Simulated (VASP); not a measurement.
Input of a VASP 6.6.1 run:

File INCAR:

```
SYSTEM = KI
  PREC = Accurate
  ENCUT = 520
  EDIFF = 1E-6
  ISMEAR = 0
  SIGMA = 0.05
  LREAL = .False.
  LASPH = .True.
  NELM = 60
  ALGO = Normal
  ISIF = 2
  LWAVE = .False.
  LCHARG = .True.
  GGA = PE
  LELF = .True.
  LVHAR = .True.
  NBANDS = 15
```

KPOINTS

```
regular mesh
0
Gamma
  6 6 6
  0 0 0
```

File POSCAR:

```
KI
1.0
    0.0044056875      3.5245500000      3.5245500000
    3.5289556875      0.0000000000      3.5289556875
    3.5245500000      3.5245500000      0.0044056875
K I
1 1
Direct
    0.0000000000      0.0000000000      0.0000000000
    0.5000000000      0.5000000000      0.5000000000
```

Potentials or basis: VASP PAW PBE potentials, release 64 (K_sv, I).

Run with:

```bash
$ cat potpaw_PBE.64/K_sv/POTCAR potpaw_PBE.64/I/POTCAR > POTCAR
$ mpirun -np 1 vasp_std > vasp.out
```

Question: Estimate the pressure.

Answer: 0.7 GPa.

Question: Predict the band gap on the k mesh.

Answer: 3.98 eV.

Caveat: the cell differs from its parent crystal (strain +0.0025 x Voigt [0, 0, 0, 0, 1, 0]); spin-orbit coupling is left out, which moves the levels of the heavy elements.
